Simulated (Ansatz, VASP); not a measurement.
## Bi2O in VASP and in Ansatz

INCAR

```
ALGO = Normal ; EDIFF = 1E-6
EDIFFG = -0.04 ; ENCUT = 600
GGA = PE ; IBRION = 2
ISIF = 3 ; ISMEAR = 0
LASPH = T ; LCHARG = F
LREAL = F ; LWAVE = F
NELM = 80 ; NSW = 90
PREC = Accurate ; SIGMA = 0.1
```

KPOINTS

```
k-points
0
Gamma
  6 6 6
```

Contents of POSCAR:

```
Bi2O
1.0
   -2.7752142300      2.7752142300      2.4696177600
    2.7752142300     -2.7752142300      2.4696177600
    2.7752142300      2.7752142300     -2.4696177600
Bi O
2 1
Direct
    0.5000000000      0.0000000000      0.5000000000
    0.0000000000      0.5000000000      0.5000000000
    0.0000000000      0.0000000000      0.0000000000
```

Input for Ansatz:

```yaml
crystal:
  lattice:
    - [-2.77521423, 2.77521423, 2.46961776]
    - [2.77521423, -2.77521423, 2.46961776]
    - [2.77521423, 2.77521423, -2.46961776]
  atoms:
    - { symbol: Bi, position: [0.5, 0.0, 0.5] }
    - { symbol: Bi, position: [0.0, 0.5, 0.5] }
    - { symbol: O, position: [0.0, 0.0, 0.0] }
basis:
  ecutwfc: 420
kpoints:
  mp_grid: { grid: [6, 6, 6] }
hamiltonian:
  xc: pbe
scf:
  occupations: { method: gaussian, width: 0.1 }
  lower_state_search: "off"
output:
  forces: true
  stress: true
  eigenvalues: true
relax:
  adjacent_minimum: "off"
  f_tol: 0.04
  max_steps: 70
  cell: { stress_tol: 0.4 }
```

Alike in both runs: task relaxation of cell and atoms; functional PBE; k mesh 6 × 6 × 6; occupations gaussian, width 0.1 eV; no spin polarisation.

|  | VASP | Ansatz |
| --- | --- | --- |
| version | VASP 6.6.1 | Ansatz 0.2.0 |
| potentials or method | VASP PAW PBE potentials, release 64 (Bi_d, O), cutoff 600 eV | scalar-relativistic, plane waves, PAW |
| valence electrons in the cell | 36 | 36 |

VASP gave:

| Property | Result |
| --- | --- |
| gap on the k mesh at the Fermi level, each at its own relaxed structure (eV) | none |
| relaxed volume (Å³/atom) | 25.01 |
| relaxed cell length with the largest relative difference (Å) | 4.692 |

Q: Estimate Ansatz's values.

A: gap on the k mesh at the Fermi level, each at its own relaxed structure (eV): none; relaxed volume (Å³/atom): 25.33; relaxed cell length with the largest relative difference (Å): 4.720.

A gap of «none» marks a metal or a gap that the smearing closes.

Neither program's run includes spin-orbit coupling.
